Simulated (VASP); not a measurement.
Set up this calculation in VASP 6.6.1, as the native input.

```yaml
Task: electric field gradients
Functional: r2SCAN
Potentials_or_basis: VASP PAW PBE potentials, release 64 (Al)
Cutoff: 520 eV
k_mesh: 15 × 15 × 15
Occupations: fermi-dirac, width 0.03 eV
Spin: no spin polarisation
Dipole_correction: no
Further_INCAR_settings: ALGO = Normal; EDIFF = 1e-08; NBANDS = 8
```

Al:

```
Al
1.0
     0.00000    2.05907    2.05907
     2.05907    0.00000    2.05907
     2.05907    2.05907    0.00000
Al
1
Direct
  0.00000 0.00000 0.00000
```

This cell differs from its parent crystal: volume scaled by 1.06.

One way to write it, as run:

POSCAR

```
Al
1.0
    0.0000000000      2.0590722520      2.0590722520
    2.0590722520      0.0000000000      2.0590722520
    2.0590722520      2.0590722520      0.0000000000
Al
1
Direct
    0.0000000000      0.0000000000      0.0000000000
```

INCAR.step1

```
SYSTEM = Al
PREC     = Accurate       ! precision mode
ENCUT    = 520            ! plane-wave cutoff, eV
ISMEAR   = -1             ! smearing method
SIGMA    = 0.03           ! smearing width, eV
LREAL    = .FALSE.        ! projectors in reciprocal space
LASPH    = .TRUE.         ! aspherical terms in the spheres
NELM     = 80             ! most SCF steps
NBANDS   = 8              ! bands
GGA      = PE             ! functional
ALGO     = Normal         ! electronic algorithm
EDIFF    = 1E-4           ! SCF threshold, eV
LWAVE    = .TRUE.         ! write WAVECAR
LCHARG   = .FALSE.        ! write CHGCAR
```

INCAR.step2

```
SYSTEM = Al
PREC     = Accurate       ! precision mode
ENCUT    = 520            ! plane-wave cutoff, eV
EDIFF    = 1E-8           ! SCF threshold, eV
ISMEAR   = -1             ! smearing method
SIGMA    = 0.03           ! smearing width, eV
LREAL    = .FALSE.        ! projectors in reciprocal space
LASPH    = .TRUE.         ! aspherical terms in the spheres
NELM     = 80             ! most SCF steps
ALGO     = Normal         ! electronic algorithm
ISIF     = 2              ! what is computed and relaxed
LWAVE    = .FALSE.        ! write WAVECAR
LCHARG   = .FALSE.        ! write CHGCAR
METAGGA  = R2SCAN         ! meta-GGA
LMIXTAU  = .TRUE.       
LEFG     = .TRUE.       
NBANDS   = 8              ! bands
ISTART   = 1
```

KPOINTS

```
Automatic mesh
0
G
  15 15 15
  0 0 0
```

Potentials or basis: VASP PAW PBE potentials, release 64 (Al).

Run with:

```console
$ cat potpaw_PBE.64/Al/POTCAR > POTCAR
$ cp INCAR.step1 INCAR
$ mpirun -np 1 vasp_std > vasp.out
$ cp INCAR.step2 INCAR
$ mpirun -np 1 vasp_std > vasp.out
```

It gave:

The pressure is -7.2 GPa.

Caveat: without QUAD_EFG the Cq values of the log hold for a quadrupole moment of 1 mb, not for the nuclei; the PAW data sets were made with another functional, which shifts forces and pressure a little.

It took 26 s on 1 thread of Intel(R) Xeon(R) 6975P-C (Granite Rapids) (shared host), peak memory 0.14 GiB.
